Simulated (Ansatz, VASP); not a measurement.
# Two plane-wave programs on IrRh5

```xyz
6
Lattice="4.7218 0.0000 0.0000 -2.3609 4.0892 0.0000 0.0000 0.0000 4.4008" Properties=species:S:1:pos:R:3 pbc="T T T"
Ir    0.0000    0.0000    0.0000
Rh    2.3609    1.3631    0.0000
Rh    0.0000    2.7261    0.0000
Rh    1.5620    0.0000    2.2004
Rh   -0.7810    1.3527    2.2004
Rh    1.5799    2.7365    2.2004
```

Alike in both runs: functional PBE; k mesh 12 × 12 × 8; occupations gaussian, width 0.1 eV; no spin polarisation.

Ansatz relaxed the structure, and its values are those at the end. VASP's run is a single point on that final structure, the one shown.

|  | VASP | Ansatz |
| --- | --- | --- |
| version | VASP 6.6.1 | Ansatz 0.2.0 |
| potentials or method | VASP PAW PBE potentials, release 64 (Ir, Rh_pv), cutoff 520 eV | scalar-relativistic, plane waves, PAW |
| valence electrons in the cell | 84 | 102 |

|  | VASP | Ansatz | Ansatz less VASP |
| --- | --- | --- | --- |
| gap on the k mesh at the Fermi level (eV) | none | none | - |
| pressure (GPa) | 0.1 | 0.0 | -0.10 |

A gap of «none» marks a metal or a gap that the smearing closes. VASP's potentials hold 84 valence electrons a cell and Ansatz's 102, so a difference there can come from the potentials and not from the codes.

Neither program's run includes spin-orbit coupling.
